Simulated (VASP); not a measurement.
# EuS (Fm-3m) in VASP: notebook, part 2 of 2

VASP 6.6.1. The steps go on from the part before.

### 4 Single point, revPBE+D4, collinear spin, ferromagnetic start

This run uses another cell than the first one, of 24.23 Å³/atom.

INCAR reads:

```
PREC = Accurate
ENCUT = 600
EDIFF = 1E-6
ISMEAR = -1
SIGMA = 0.05
LREAL = False
LASPH = True
NELM = 200
ALGO = Normal
ISIF = 2
LWAVE = False
LCHARG = True
ISPIN = 2
MAGMOM = 7 0
LORBIT = 11
LMAXMIX = 6
GGA = RE
IVDW = 13
LELF = True
LVHAR = True
NBANDS = 22
GGA_COMPAT = False
```

KPOINTS reads:

```
regular mesh
0
Gamma
  8 8 8
```

POSCAR reads:

```
EuS
1.0
    0.0000000000      2.8935773740      2.8935773740
    2.8935773740      0.0000000000      2.8935773740
    2.8935773740      2.8935773740      0.0000000000
Eu S
1 1
Direct
    0.0000000000      0.0000000000      0.0000000000
    0.5000000000      0.5000000000      0.5000000000
```

Launch:

```
cat potpaw_PBE.64/Eu/POTCAR potpaw_PBE.64/S/POTCAR > POTCAR
mpirun -np 1 vasp_std > vasp.out
```

It took 56 s on 1 thread of Intel Xeon 6975P-C (Granite Rapids), shared host; peak memory 0.28 GiB.

The run converged. Its results:

| Quantity | Value |
| --- | --- |
| Free energy | -20.3392 eV |
| Pressure | -0.3 GPa |
| Band gap on the k mesh | zero (filled and empty bands overlap) |
| Net moment | 6.96 μB per cell |
| Site moments | Eu +6.56; S -0.08 μB |
| Valence electrons inside the program's atomic spheres | Eu 14.79; S 3.79 |
| Dispersion energy per atom | -0.477 eV |

Levels at points of the mesh, in eV from the Fermi level:
Spin up:
| k point | band 13 | band 14 | band 15 | band 16 | band 17 | band 18 |
| --- | --- | --- | --- | --- | --- | --- |
| (0.00, 0.00, 0.00) | 0.10 | 0.10 | 0.10 | 0.99 | 0.99 | 0.99 |
| (0.50, 0.00, 0.00) | -0.34 | -0.30 | -0.29 | 3.16 | 3.49 | 3.89 |
| (0.50, 0.50, 0.00) | -0.36 | -0.31 | -0.08 | -0.08 | 3.18 | 3.73 |
Spin down:
```csv
k point,band 5,band 6,band 7,band 8,band 9,band 10,band 11,band 12
"(0.00, 0.00, 0.00)",-13.73,-2.68,-2.68,-2.68,1.82,1.82,1.82,2.07
"(0.50, 0.00, 0.00)",-12.50,-5.39,-3.98,-3.98,2.98,4.06,4.06,4.38
"(0.50, 0.50, 0.00)",-13.36,-3.77,-3.01,-3.01,-0.31,4.05,4.26,4.34
```

Caveat: the PAW data sets were made with another functional, which shifts forces and pressure a little; spin-orbit coupling is left out, which moves the levels of the heavy elements; a cell with one magnetic atom can't hold antiferromagnetic order, which such compounds often take; semilocal functionals describe open f shells poorly, which spoils levels, moments and volumes.

### 5 Single point, BLYP+D3(BJ), collinear spin, ferromagnetic start

This run uses another cell than the first one, of 24.19 Å³/atom.

INCAR reads:

```
SYSTEM = EuS
PREC     = Accurate       ! precision mode
ENCUT    = 600            ! plane-wave cutoff, eV
EDIFF    = 1E-6           ! SCF threshold, eV
ISMEAR   = -1             ! smearing method
SIGMA    = 0.05           ! smearing width, eV
LREAL    = .FALSE.        ! projectors in reciprocal space
LASPH    = .TRUE.         ! aspherical terms in the spheres
NELM     = 200            ! most SCF steps
ALGO     = Normal         ! electronic algorithm
ISIF     = 2              ! what is computed and relaxed
LWAVE    = .FALSE.        ! write WAVECAR
LCHARG   = .FALSE.        ! write CHGCAR
ISPIN    = 2              ! spin polarisation
MAGMOM   = 7 0            ! initial moments
LORBIT   = 11             ! projections on sites
LMAXMIX  = 6              ! l up to which the mixer works
GGA      = B5             ! functional
ALDAX    = 1.0          
AGGAX    = 1.0          
AGGAC    = 1.0          
ALDAC    = 0.0          
IVDW     = 12             ! dispersion correction
VDW_S6   = 1.0          
VDW_S8   = 2.6996       
VDW_A1   = 0.4298       
VDW_A2   = 4.2359       
NBANDS   = 22             ! bands
GGA_COMPAT= .FALSE.
```

KPOINTS reads:

```
regular mesh
0
G
  8 8 8
  0 0 0
```

POSCAR reads:

```
EuS
1.0
    0.0000000000      2.8921192770      2.8921192770
    2.8921192770      0.0000000000      2.8921192770
    2.8921192770      2.8921192770      0.0000000000
Eu S
1 1
Direct
    0.0000000000      0.0000000000      0.0000000000
    0.5000000000      0.5000000000      0.5000000000
```

Potentials or basis: VASP PAW PBE potentials, release 64 (Eu, S).

Launch:

```
cat potpaw_PBE.64/Eu/POTCAR potpaw_PBE.64/S/POTCAR > POTCAR
mpirun -np 1 vasp_std > vasp.out
```

OUTCAR:

```text
SYSTEM = EuS
   PREC = Accurate
   ENCUT = 600
   EDIFF = 1E-6
   ISMEAR = -1
   LREAL = .FALSE.
   LASPH = .TRUE.
   NELM = 200
   ISIF = 2
   ISPIN = 2
   LORBIT = 11
   GGA = B5
   IVDW = 12
 IVDW          = 12

 ion  position               nearest neighbor table
   1  0.000  0.000  0.000-   2 2.89   2 2.89   2 2.89   2 2.89   2 2.89   2 2.89
   2  0.500  0.500  0.500-   1 2.89   1 2.89   1 2.89   1 2.89   1 2.89   1 2.89

  LATTYP: Found a face centered cubic cell.
 ALAT       =     5.7842385540
[... 1423 lines left out ...]

 VOLUME and BASIS-vectors are now :
 -----------------------------------------------------------------------------
  energy-cutoff  :      600.00
  volume of cell :       48.38
      direct lattice vectors                 reciprocal lattice vectors
     0.000000000  2.892119277  2.892119277    -0.172883603  0.172883603  0.172883603
     2.892119277  0.000000000  2.892119277     0.172883603 -0.172883603  0.172883603
     2.892119277  2.892119277  0.000000000     0.172883603  0.172883603 -0.172883603

 POSITION                                       TOTAL-FORCE (eV/Angst)
 -----------------------------------------------------------------------------------
      0.00000      0.00000      0.00000         0.000000      0.000000      0.000000
      2.89212      2.89212      2.89212         0.000000      0.000000     -0.000000
 -----------------------------------------------------------------------------------
    total drift:                                0.000000      0.000000      0.000000

  FREE ENERGIE OF THE ION-ELECTRON SYSTEM (eV)
  ---------------------------------------------------
  free  energy   TOTEN  =       -20.2064635751 eV

  energy  without entropy=      -20.1944746697  energy(sigma->0) =      -20.20046912

 total charge

# of ion       s       p       d       f       tot
--------------------------------------------------
    1        2.030   5.751   0.370   6.635  14.786
    2        1.328   2.489   0.000   0.000   3.817
--------------------------------------------------
tot          3.359   8.240   0.370   6.635  18.603

 magnetization (x)

# of ion       s       p       d       f       tot
--------------------------------------------------
    1       -0.013  -0.102   0.095   6.594   6.574
    2       -0.006  -0.051   0.000   0.000  -0.057
--------------------------------------------------
tot         -0.019  -0.153   0.095   6.594   6.517
```

OSZICAR:

```text
N       E                     dE             d eps       ncg     rms          rms(c)
DAV:   1     0.149358177976E+03    0.14936E+03   -0.95002E+03  3652   0.490E+03
DAV:   2     0.798393380428E+01   -0.14137E+03   -0.12415E+03  3492   0.407E+02
DAV:   3    -0.138176686433E+02   -0.21802E+02   -0.21243E+02  3728   0.118E+02
DAV:   4    -0.163175381952E+02   -0.24999E+01   -0.24654E+01  4904   0.269E+01
DAV:   5    -0.164448296257E+02   -0.12729E+00   -0.12699E+00  4224   0.760E+00    0.314E+01
DAV:   6    -0.197700304097E+02   -0.33252E+01   -0.40921E+00  3340   0.285E+01    0.194E+01
DAV:   7    -0.186803048755E+02    0.10897E+01   -0.45051E+00  3748   0.367E+01    0.125E+01
DAV:   8    -0.185584392966E+02    0.12187E+00   -0.25764E+00  3180   0.263E+01    0.103E+01
DAV:   9    -0.185172510542E+02    0.41188E-01   -0.22744E-01  4400   0.730E+00    0.360E+00
DAV:  10    -0.185067523594E+02    0.10499E-01   -0.68881E-02  3990   0.456E+00    0.169E+00
DAV:  11    -0.185073366747E+02   -0.58432E-03   -0.66879E-03  4450   0.656E-01    0.123E+00
DAV:  12    -0.185067683968E+02    0.56828E-03   -0.10258E-02  4036   0.162E+00    0.399E-01
DAV:  13    -0.185067030362E+02    0.65361E-04   -0.86261E-04  4314   0.449E-01    0.138E-01
DAV:  14    -0.185067252332E+02   -0.22197E-04   -0.86937E-05  4776   0.679E-02    0.131E-01
DAV:  15    -0.185067362018E+02   -0.10969E-04   -0.13950E-05  3916   0.490E-02    0.429E-02
DAV:  16    -0.185067380038E+02   -0.18020E-05   -0.17545E-05  4052   0.614E-02    0.262E-02
DAV:  17    -0.185067383287E+02   -0.32487E-06   -0.95782E-07  2966   0.887E-03
   1 F= -.20206464E+02 E0= -.20200469E+02  d E =-.119889E-01  mag=     6.9381
```

stdout:

```text
POSCAR found type information on POSCAR EuS
 POSCAR found :  2 types and       2 ions
 scaLAPACK will be used
 -----------------------------------------------------------------------------
|                                                                             |
|                                                                             |
|     You enforced a specific xc type in the INCAR file but a different       |
|     I HOPE YOU KNOW WHAT YOU ARE DOING!                                     |
|                                                                             |
 -----------------------------------------------------------------------------

 LDA part: xc-table for (Slater(with rela. corr.)+VWN5), standard interpolation
 POSCAR, INCAR and KPOINTS ok, starting setup
 FFT: planning ... GRIDC
 FFT: planning ... GRID_SOFT
 FFT: planning ... GRID
 WAVECAR not read
 entering main loop
```

Wall time 65 s (1 thread of Intel Xeon 6975P-C (Granite Rapids), shared host); peak memory 0.29 GiB.

What came out:

```
Free energy                                           : -20.2065 eV
Pressure                                              : -0.1 GPa
Net moment                                            : 6.94 μB per cell
Site moments                                          : Eu +6.57; S -0.06 μB
Valence electrons inside the program's atomic spheres : Eu 14.79; S 3.82
Dispersion energy per atom                            : -0.850 eV
```

Caveat: the PAW data sets were made with another functional, which shifts forces and pressure a little; spin-orbit coupling is left out, which moves the levels of the heavy elements; a cell with one magnetic atom can't hold antiferromagnetic order, which such compounds often take; semilocal functionals describe open f shells poorly, which spoils levels, moments and volumes. The state reached can hang on the start; a lower one may exist.

### 6 The runs side by side

```csv
level,cell,k mesh,cutoff (eV),grid for exact exchange (PRECFOCK),share of exact exchange,gap on the mesh (eV),pressure (GPa),moment (μB)
PBE,"a = 4.212 Å, angles 60.0°, 2 atoms",14 × 14 × 14,600,-,-,none,-2.8,6.98
B3LYP,"a = 4.212 Å, angles 60.0°, 2 atoms",4 × 4 × 4,520,Normal,0.2,0.92,2.1,7.00
revPBE+D4,"a = 4.092 Å, angles 60.0°, 2 atoms",8 × 8 × 8,600,-,-,none,-0.3,6.96
BLYP+D3(BJ),"a = 4.090 Å, angles 60.0°, 2 atoms",8 × 8 × 8,600,-,-,none,-0.1,6.94
```

Alike in all rows: task single point; potentials or basis VASP PAW PBE potentials, release 64 (Eu, S); spin collinear, ferromagnetic start; smearing fermi-dirac 0.05 eV.

Caveats: some runs use coarse meshes; spin-orbit coupling is left out, which moves the levels of the heavy elements; a cell with one magnetic atom can't hold antiferromagnetic order, which such compounds often take; semilocal functionals describe open f shells poorly, which spoils levels, moments and volumes (at least some runs); the PAW data sets were made with another functional, which shifts forces and pressure a little (at least some runs).

Total energies depend on the potentials used, so only differences within one code and one set of settings carry meaning.

### 7 How close it comes

Step 4. Measured gap of EuS: 1.72 eV (optical; 300 K; powder; “Crystal-field mediated electronic transitions of EuS up to 35 GPa”, 2022, pmc:8786971). This calculation gives 0.00 eV (-1.72 eV). So large a miss can be the level of theory's own, or it may mean another phase, state or a wrong row. Spin-orbit coupling on Eu is left out. The value is that of revPBE+D4 on a finite k mesh, which can miss the band edges, without temperature or zero-point motion. Semilocal functionals fall short of measured gaps as a rule. The run's magnetic order (collinear spin, ferromagnetic start) needn't be the measured crystal's.

Step 5. A measured gap of EuS is 1.72 eV (optical; 300 K; powder; “Crystal-field mediated electronic transitions of EuS up to 35 GPa”, 2022, pmc:8786971); the calculated 0.00 eV misses it by -1.72 eV. So large a miss can be the level of theory's own, or it may mean another phase, state or a wrong row. Spin-orbit coupling on Eu is left out. The value is that of BLYP+D3(BJ) on a finite k mesh, which can miss the band edges, without temperature or zero-point motion. Semilocal functionals fall short of measured gaps as a rule. The run's magnetic order (collinear spin, ferromagnetic start) needn't be the measured crystal's.
